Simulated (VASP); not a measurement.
Crystal: Sc3BN2.

```
Sc B N
1.0
     4.33168    0.00000    0.00000
     0.00000    4.33168    0.00000
     0.00000    0.00000    5.00176
Sc B N
3 1 2
Cartesian
  2.1658 2.1658 2.5009
  2.1658 2.1658 0.0000
  0.0000 0.0000 2.5009
  0.0000 0.0000 0.0000
  0.0000 2.1658 2.5009
  2.1658 0.0000 2.5009
```

The cell was built from a structure type or drawn by symmetry, and may not be a known phase.

```yaml
Program: VASP 6.6.1
Task: relaxation of cell and atoms
Functional: PBE
Potentials_or_basis: VASP PAW PBE potentials, release 64 (Sc_sv, B, N)
Cutoff: 600 eV
k_mesh: 4 × 4 × 4
Occupations: gaussian, width 0.1 eV
Spin: collinear spin, ferromagnetic start
Starting_moments: "[0.0, 0.0, 0.0, 0.0, 1.0, 1.0] μB"
```

At the start: pressure 0.6 GPa; volume 15.64 Å³/atom.

Q: Where does the relaxation end?

A: Over 7 steps the energy falls by 171.2 meV/atom and the volume is 18.16 Å³/atom (+16.1 %); space group P4/mmm (No. 123, to 0.1 Å) before and after; moment 0.00 μB per cell.

The path:
| step | energy change (eV) | largest force (eV/Å) | pressure (GPa) | volume (Å³) |
| --- | --- | --- | --- | --- |
| 1 | 0.0000 | 0.0000 | 0.59 | 93.85 |
| 2 | -0.6423 | 0.0000 | 5.93 | 94.24 |
| 3 | -0.6682 | 0.0000 | 10.36 | 94.14 |
| 4 | -0.9987 | 0.0000 | 2.40 | 104.47 |
| 5 | -1.0107 | 0.0000 | -2.03 | 112.73 |
| 6 | -1.0270 | 0.0000 | -0.33 | 109.25 |
| 7 | -1.0271 | 0.0000 | -0.17 | 108.94 |

Final structure:
```yaml
crystal:
  lattice:
    - [4.18058, 0.00000, 0.00000]
    - [0.00000, 4.18058, 0.00000]
    - [0.00000, 0.00000, 6.23341]
  atoms:
    - { symbol: Sc, position: [0.50000, 0.50000, 0.50000] }
    - { symbol: Sc, position: [0.50000, 0.50000, 0.00000] }
    - { symbol: Sc, position: [0.00000, 0.00000, 0.50000] }
    - { symbol: B, position: [0.00000, 0.00000, 0.00000] }
    - { symbol: N, position: [0.00000, 0.50000, 0.50000] }
    - { symbol: N, position: [0.50000, 0.00000, 0.50000] }
```

Caveat: the k points lie up to 0.38 Å⁻¹ apart in the final cell, too coarse for converged energies and pressures of a metal; the volume moved by over 15 % at a fixed basis, so the end points are rough.
